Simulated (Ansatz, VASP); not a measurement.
One calculation of Pd, two programs

```xyz
1
Lattice="-1.5802 1.5802 1.5802 1.5802 -1.5802 1.5802 1.5802 1.5802 -1.5802" Properties=species:S:1:pos:R:3 pbc="T T T"
Pd    0.0000    0.0000    0.0000
```

Alike in both runs: task single point; functional revPBE; k mesh 16 × 16 × 16; occupations fermi-dirac, width 0.05 eV; collinear spin.

|  | VASP | Ansatz |
| --- | --- | --- |
| version | VASP 6.6.1 | Ansatz 0.2.0 |
| potentials or method | VASP PAW PBE potentials, release 64 (Pd), cutoff 520 eV | plane waves (420 eV) with PAW, scalar-relativistic |
| valence electrons in the cell | 10 | 18 |

|  | VASP | Ansatz | Ansatz less VASP |
| --- | --- | --- | --- |
| pressure (GPa) | -0.3 | -0.1 | +0.25 |
| net moment per atom (μB) | 0.00 | 0.00 | 0.000 |

VASP's potentials were made for PBE, not for revPBE. With one functional, cell and mesh, what is left measures potentials, basis and numerics. VASP's potentials hold 10 valence electrons a cell and Ansatz's 18, so a difference there can come from the potentials and not from the codes. Ansatz's warnings: seeded moment not kept.
